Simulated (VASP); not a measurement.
# TaVN2 (P4/mmm) in VASP: further runs

TaVN2 is run at these levels: PBEsol, PBE; tasks: single point.

All numbers are computed with VASP 6.6.1; they aren't measurements. Logs are shortened: lines on timing, memory, paths and dates and some standing lists are left out, and cuts for length are marked.

### 1 The cell of the first run

The structure is tetragonal, space group P4/mmm (No. 123). Conventional cell: a = 3.029 Å, b = 3.029 Å, c = 4.267 Å, α = 90.00°, β = 90.00°, γ = 90.00°. Ta (site symmetry 4/mmm) has 6 N at 2.13 to 2.14 Å within 2.8 Å. Within 2.8 Å of V (site symmetry 4/mmm) lie 6 N at 2.13 to 2.14 Å. N (site symmetry 4/mmm) has 2 V at 2.13 Å and 4 Ta at 2.14 Å within 2.8 Å. Within 2.8 Å of N (site symmetry 4/mmm) lie 2 Ta at 2.13 Å and 4 V at 2.14 Å.

### 2 Single point, PBEsol, collinear spin, ferromagnetic start

Input file INCAR:

```
PREC     = Accurate       # precision mode
ENCUT    = 520            # plane-wave cutoff, eV
EDIFF    = 1E-7           # SCF threshold, eV
ISMEAR   = -1             # smearing method
SIGMA    = 0.05           # smearing width, eV
LREAL    = False          # projectors in reciprocal space
LASPH    = True           # aspherical terms in the spheres
NELM     = 150            # most SCF steps
ALGO     = Normal         # electronic algorithm
ISIF     = 2              # what is computed and relaxed
LWAVE    = False          # write WAVECAR
LCHARG   = False          # write CHGCAR
ISPIN    = 2              # spin polarisation
MAGMOM   = 0 2 0 0        # initial moments
LORBIT   = 11             # projections on sites
LMAXMIX  = 4              # l up to which the mixer works
GGA      = PS             # functional
NBANDS   = 29             # bands
```

Input file KPOINTS:

```
Automatic mesh
0
Gamma
  9 9 6
```

Input file POSCAR:

```
TaVN2
1.0
    3.0293974772      0.0000000000      0.0000000000
    0.0000000000      3.0293974772      0.0000000000
    0.0000000000      0.0000000000      4.2672285004
Ta V N
1 1 2
Direct
    0.0000000000      0.0000000000      0.0000000000
    0.5000000000      0.5000000000      0.5000000000
    0.5000000000      0.5000000000      0.0000000000
    0.0000000000      0.0000000000      0.5000000000
```

Potentials or basis: VASP PAW PBE potentials, release 64 (Ta_pv, V_sv, N).

The run is started by

```bash
cat potpaw_PBE.64/Ta_pv/POTCAR potpaw_PBE.64/V_sv/POTCAR potpaw_PBE.64/N/POTCAR > POTCAR
mpirun -np 1 vasp_std > vasp.out
```

OUTCAR:

```text
PREC = Accurate
   ENCUT = 520
   EDIFF = 1E-7
   ISMEAR = -1
   LREAL = False
   LASPH = True
   NELM = 150
   ISIF = 2
   ISPIN = 2
   LORBIT = 11
   GGA = PS

 ion  position               nearest neighbor table
   1  0.000  0.000  0.000-   4 2.13   4 2.13   3 2.14   3 2.14   3 2.14   3 2.14   2 3.02   2 3.02
                             2 3.02   2 3.02   2 3.02   2 3.02   2 3.02   2 3.02
   2  0.500  0.500  0.500-   3 2.13   3 2.13   4 2.14   4 2.14   4 2.14   4 2.14   1 3.02   1 3.02
                             1 3.02   1 3.02   1 3.02   1 3.02   1 3.02   1 3.02
   3  0.500  0.500  0.000-   2 2.13   2 2.13   1 2.14   1 2.14   1 2.14   1 2.14
   4  0.000  0.000  0.500-   1 2.13   1 2.13   2 2.14   2 2.14   2 2.14   2 2.14

  LATTYP: Found a simple tetragonal cell.
 ALAT       =     3.0293974772
 C/A-ratio  =     1.4086063425

  Lattice vectors:

 A1 = (   3.0293974772,   0.0000000000,   0.0000000000)
 A2 = (   0.0000000000,   3.0293974772,   0.0000000000)
 A3 = (   0.0000000000,   0.0000000000,   4.2672285004)

Analysis of symmetry for initial positions (statically):
=====================================================================
 Subroutine PRICEL returns:
 Original cell was already a primitive cell.

 Routine SETGRP: Setting up the symmetry group for a
 simple tetragonal supercell.

 Subroutine GETGRP returns: Found 16 space group operations
 (whereof 16 operations were pure point group operations)
 out of a pool of 16 trial point group operations.

The static configuration has the point symmetry D_4h.

Analysis of symmetry for dynamics (positions and initial velocities):
=====================================================================
 Subroutine PRICEL returns:
 Original cell was already a primitive cell.

 Routine SETGRP: Setting up the symmetry group for a
 simple tetragonal supercell.

 Subroutine GETGRP returns: Found 16 space group operations
 (whereof 16 operations were pure point group operations)
 out of a pool of 16 trial point group operations.

The dynamic configuration has the point symmetry D_4h.

Analysis of structural, dynamic, and magnetic symmetry:
=====================================================================
 Subroutine PRICEL returns:
 Original cell was already a primitive cell.

 Routine SETGRP: Setting up the symmetry group for a
 simple tetragonal supercell.

 Subroutine GETGRP returns: Found 16 space group operations
 (whereof 16 operations were pure point group operations)
 out of a pool of 16 trial point group operations.

The overall configuration has the point symmetry D_4h.

 Subroutine INISYM returns: Found 16 space group operations
 (whereof 16 operations are pure point group operations),
 and found     1 'primitive' translations

----------------------------------------------------------------------------------------

                                     Primitive cell

  volume of cell :      39.1614

  direct lattice vectors                    reciprocal lattice vectors
     3.029397477  0.000000000  0.000000000     0.330098644  0.000000000  0.000000000
     0.000000000  3.029397477  0.000000000     0.000000000  0.330098644  0.000000000
     0.000000000  0.000000000  4.267228500     0.000000000  0.000000000  0.234344142

  length of vectors
     3.029397477  3.029397477  4.267228500     0.330098644  0.330098644  0.234344142

  position of ions in fractional coordinates (direct lattice)
     0.000000000  0.000000000  0.000000000
     0.500000000  0.500000000  0.500000000
     0.500000000  0.500000000  0.000000000
     0.000000000  0.000000000  0.500000000

  ion indices of the primitive-cell ions
   primitive index   ion index
                 1           1
                 2           2
                 3           3
                 4           4

----------------------------------------------------------------------------------------

 KPOINTS: Automatic mesh

Automatic generation of k-mesh.
 Grid dimensions read from file:
 generate k-points for:    9    9    6

 Generating k-lattice:

  Cartesian coordinates                     Fractional coordinates (reciprocal lattice)
     0.036677627  0.000000000  0.000000000     0.111111111  0.000000000  0.000000000
     0.000000000  0.036677627  0.000000000     0.000000000  0.111111111  0.000000000
     0.000000000  0.000000000  0.039057357     0.000000000  0.000000000  0.166666667

  Length of vectors
     0.036677627  0.036677627  0.039057357

  Shift w.r.t. Gamma in fractional coordinates (k-lattice)
     0.000000000  0.000000000  0.000000000

 Subroutine IBZKPT returns following result:
 ===========================================

 Found     60 irreducible k-points:

 Following reciprocal coordinates:
            Coordinates               Weight
  0.000000  0.000000  0.000000      1.000000
  0.111111  0.000000  0.000000      4.000000
  0.222222  0.000000  0.000000      4.000000
  0.333333  0.000000  0.000000      4.000000
  0.444444  0.000000  0.000000      4.000000
  0.111111  0.111111  0.000000      4.000000
[... 16 lines left out ...]
  0.333333  0.111111  0.166667     16.000000
  0.444444  0.111111  0.166667     16.000000
 [... further k-points ...]
   k-points           NKPTS =     60   k-points in BZ     NKDIM =     60   number of bands    NBANDS=     29
   number of dos      NEDOS =    301   number of ions     NIONS =      4
   total plane-waves  NPLWV =  18432
   dimension x,y,z NGX =    24 NGY =   24 NGZ =   32
   dimension x,y,z NGXF=    48 NGYF=   48 NGZF=   64
   ions per type =               1   1   2
   NGX,Y,Z   is equivalent  to a cutoff of  13.17, 13.17, 12.47 a.u.
   NGXF,Y,Z  is equivalent  to a cutoff of  26.34, 26.34, 24.93 a.u.
 SYSTEM =  unknown system
   PREC   = accura    normal or accurate (medium, high low for compatibility)
   ISTART =      0    job   : 0-new  1-cont  2-samecut
   ICHARG =      2    charge: 1-file 2-atom 10-const
   ISPIN  =      2    spin polarized calculation?
   LNONCOLLINEAR =      F non collinear calculations
   LSORBIT =      F    spin-orbit coupling
   LASPH  =      T    aspherical Exc in radial PAW
   ENCUT  =  520.0 eV  38.22 Ry    6.18 a.u.   5.63  5.63  7.93*2*pi/ulx,y,z
   NELM   =    150;   NELMIN=  2; NELMDL= -5     # of ELM steps
   EDIFF  = 0.1E-06   stopping-criterion for ELM
   LREAL  =      F    real-space projection
   EDIFFG = 0.1E-05   stopping-criterion for IOM
   NSW    =      0    number of steps for IOM
   IBRION =     -1    ionic relax: 0-MD 1-quasi-New 2-CG
   NFREE  =      0    steps in history (QN), initial steepest desc. (CG)
   ISIF   =      2    stress and relaxation
   ISYM   =      2    0-nonsym 1-usesym 2-fastsym
   POTIM  = 0.5000    time-step for ionic-motion
   TEBEG  =    0.0;   TEEND  =   0.0 temperature during run
   PSTRESS=    0.0 pullay stress
   NELECT =      34.0000    total number of electrons
   NUPDOWN=      -1.0000    fix difference up-down
   EMIN   =  10.00;   EMAX   =-10.00  energy-range for DOS
   EFERMI =   0.00;   METHOD = LEGACY
   ISMEAR =    -1;   SIGMA  =   0.05  broadening in eV -4-tet -1-fermi 0-gaus
   EFERMI_NEDOS =   21; number of points for ismear=-14 and -15
   IALGO  =     38    algorithm
   IMIX   =      4    mixing-type and parameters
     AMIX     =   0.40;   BMIX     =  1.00
     AMIX_MAG =   1.60;   BMIX_MAG =  1.00
  volume/ion in A,a.u.               =       9.79        66.07
  Fermi-wavevector in a.u.,A,eV,Ry     =   1.561763  2.951303 33.186000  2.439102
  Thomas-Fermi vector in A             =   2.664780
   LORBIT       =     11    0 simple, 1 ext, 2 COOP (PROOUT), +10 PAW based schemes
   GGA     = PS    functional components
   LHFCALC =     F    Hartree Fock is set to
   AEXX    =    0.0000 exact exchange contribution
   IVDW    =     0    specifies the selected vdW correction
   LEPSILON=     F    determine dielectric tensor
   LRPA    =     F    only Hartree local field effects (RPA)
 spin polarized calculation
  energy-cutoff  :      520.00
  volume of cell :       39.16
 maximum number of plane-waves:      1064
 NGX is ok and might be reduce to    24
   NGX = 11   NGY = 11   NGZ = 15

 number of electron      33.9999986 magnetization      -0.0322878

 number of electron      33.9999986 magnetization       0.0034345

 Free energy of the ion-electron system (eV)
  ---------------------------------------------------
  ext. energy  EPLUGINS =         0.00000000
  ---------------------------------------------------
  free energy    TOTEN  =       -43.81534738 eV

  energy without entropy =      -43.79080374  energy(sigma->0) =      -43.80307556

 E-fermi :  10.2548     XC(G=0): -13.6104

 val. band max:       10.2463733086   @ k =   0.0000   0.0000   0.5000
 cond. band min:      10.2553807235   @ k =   0.3333   0.0000   0.0000
 fundamental gap:      0.0090074149
 Fermi energy:        10.2547884563

 spin component 1

 k-point     1 :       0.0000    0.0000    0.0000
  band No.  band energies     occupation
      1     -54.6410      1.00000
      2     -28.6589      1.00000
      3     -28.5699      1.00000
      4     -28.5699      1.00000
      5     -25.6449      1.00000
      6     -25.4166      1.00000
[... 757 lines left out ...]
     28      21.6448      0.00000
     29      22.2010      0.00000

 [... further k-points ...]

 spin component 2

 k-point     1 :       0.0000    0.0000    0.0000
  band No.  band energies     occupation
      1     -54.6376      1.00000
      2     -28.6553      1.00000
      3     -28.5669      1.00000
      4     -28.5669      1.00000
      5     -25.6450      1.00000
      6     -25.4166      1.00000
[... 757 lines left out ...]
     28      21.6454      0.00000
     29      22.2020      0.00000

 [... further k-points ...]
[... 5 lines left out ...]
  --------------------------------------------------------------------------------------
  -------------------------------------------------------------------------------------
  Total       -1.1728848     -1.1728848     -1.7879126      0.0000000     -0.0000000      0.0000000
  in kB      -47.9852237    -47.9852237    -73.1473232      0.0000000     -0.0000000      0.0000000
  external PRESSURE =     -56.3725902 kB  Pullay stress =       0.0000000 kB

 VOLUME and BASIS-vectors are now :
 -----------------------------------------------------------------------------
  energy-cutoff  :      520.00
  volume of cell :       39.16
      direct lattice vectors                 reciprocal lattice vectors
     3.029397477  0.000000000  0.000000000     0.330098644  0.000000000  0.000000000
     0.000000000  3.029397477  0.000000000     0.000000000  0.330098644  0.000000000
     0.000000000  0.000000000  4.267228500     0.000000000  0.000000000  0.234344142

 POSITION                                       TOTAL-FORCE (eV/Angst)
 -----------------------------------------------------------------------------------
      0.00000      0.00000      0.00000         0.000000      0.000000      0.000000
      1.51470      1.51470      2.13361         0.000000      0.000000      0.000000
      1.51470      1.51470      0.00000         0.000000      0.000000      0.000000
      0.00000      0.00000      2.13361         0.000000      0.000000      0.000000
 -----------------------------------------------------------------------------------
    total drift:                                0.000000     -0.000000     -0.000000

  FREE ENERGIE OF THE ION-ELECTRON SYSTEM (eV)
  ---------------------------------------------------
  free  energy   TOTEN  =       -43.8153473814 eV

  energy  without entropy=      -43.7908037412  energy(sigma->0) =      -43.80307556

 total charge

# of ion       s       p       d       tot
------------------------------------------
    1        0.303   6.278   2.429   9.009
    2        2.208   6.221   3.163  11.593
    3        1.228   2.545   0.000   3.773
    4        1.229   2.495   0.000   3.723
--------------------------------------------------
tot          4.968  17.538   5.592  28.098

 magnetization (x)

# of ion       s       p       d       tot
------------------------------------------
    1        0.000  -0.000  -0.000  -0.000
    2        0.000   0.000   0.003   0.004
    3        0.000   0.000   0.000   0.000
    4        0.000   0.000   0.000   0.000
--------------------------------------------------
tot          0.000   0.000   0.003   0.003
```

Wall time 2.9 min (1 thread of Intel Xeon Platinum 8259CL at 2.50GHz (Skylake/Cascade Lake), shared host); peak memory 0.24 GiB.

What came out:

| Property | Result |
| --- | --- |
| Free energy | -43.8153 eV |
| Pressure | -5.6 GPa |
| Band gap on the k mesh | zero (filled and empty bands overlap) |
| Net moment | 0.00 μB per cell |
| Valence electrons inside the program's atomic spheres | Ta 9.01; V 11.59; N 3.77, 3.72 |

Stress tensor (GPa, compression positive):
```
-4.80  0.00  0.00
 0.00 -4.80  0.00
 0.00  0.00 -7.31
```

Caveat: the PAW data sets were made with another functional, which shifts forces and pressure a little; spin-orbit coupling is left out, which moves the levels of the heavy elements. With open d or f shells a metallic result of PBEsol can be an artefact of self-interaction; +U or a hybrid may open a gap.

### 3 Single point, PBEsol, collinear spin, ferromagnetic start

This run uses another cell than the first one, of 10.19 Å³/atom, 1.041 times its volume.

Input file INCAR:

```
ALGO = Normal
EDIFF = 1E-7
ENCUT = 520
GGA = PS
ISIF = 2
ISMEAR = -1
ISPIN = 2
LASPH = T
LCHARG = F
LMAXMIX = 4
LORBIT = 11
LREAL = F
LWAVE = F
MAGMOM = 0 2 0 0
NBANDS = 29
NELM = 150
PREC = Accurate
SIGMA = 0.05
```

Input file KPOINTS:

```
k-points
0
Gamma
  9 9 6
```

Input file POSCAR:

```
TaVN2
1.0
    3.0700653833      0.0000000000      0.0000000000
    0.0000000000      3.0700653833      0.0000000000
    0.0000000000      0.0000000000      4.3245135709
Ta V N
1 1 2
Direct
    0.0000000000      0.0000000000      0.0000000000
    0.5000000000      0.5000000000      0.5000000000
    0.5000000000      0.5000000000      0.0000000000
    0.0000000000      0.0000000000      0.5000000000
```

Potentials or basis: VASP PAW PBE potentials, release 64 (Ta_pv, V_sv, N).

The run is started by

```bash
cat potpaw_PBE.64/Ta_pv/POTCAR potpaw_PBE.64/V_sv/POTCAR potpaw_PBE.64/N/POTCAR > POTCAR
mpirun -np 1 vasp_std > vasp.out
```

It took 2.6 min on 1 thread of Intel Xeon Platinum 8259CL at 2.50GHz (Skylake/Cascade Lake), shared host; peak memory 0.24 GiB.

Results (log left out):

* Free energy: -43.7216 eV
* Pressure: -15.6 GPa
* Net moment: 1.04 μB per cell
* Site moments: Ta -0.05; V +0.98; N +0.01 μB
* Valence electrons inside the program's atomic spheres: Ta 8.91; V 11.53; N 3.74, 3.70

Stress tensor (GPa, compression positive):
```
-15.38   0.00   0.00
  0.00 -15.38   0.00
  0.00   0.00 -15.98
```

Levels at points of the mesh, in eV from the Fermi level:
Spin up:
```
           k point  band 13  band 14  band 15  band 16  band 17  band 18  band 19  band 20  band 21  band 22
(0.00, 0.00, 0.00)    -4.06    -2.83    -2.82    -2.82    -1.79    -1.79    -1.70    -0.49    -0.32     1.56
(0.00, 0.00, 0.50)    -4.25    -4.05    -4.05    -3.94    -2.72    -0.28     0.17     0.17     1.28     1.73
```
Spin down:
```csv
k point,band 13,band 14,band 15,band 16,band 17,band 18,band 19,band 20,band 21,band 22
"(0.00, 0.00, 0.00)",-4.01,-2.79,-2.79,-2.76,-1.19,-1.19,-1.13,0.04,0.13,1.67
"(0.00, 0.00, 0.50)",-4.08,-4.03,-4.03,-3.95,-2.05,0.36,1.22,1.22,1.26,2.24
```

Caveat: the PAW data sets were made with another functional, which shifts forces and pressure a little; spin-orbit coupling is left out, which moves the levels of the heavy elements. With open d or f shells a metallic result of PBEsol can be an artefact of self-interaction; +U or a hybrid may open a gap.

(Part 1 of 2 ends here.)
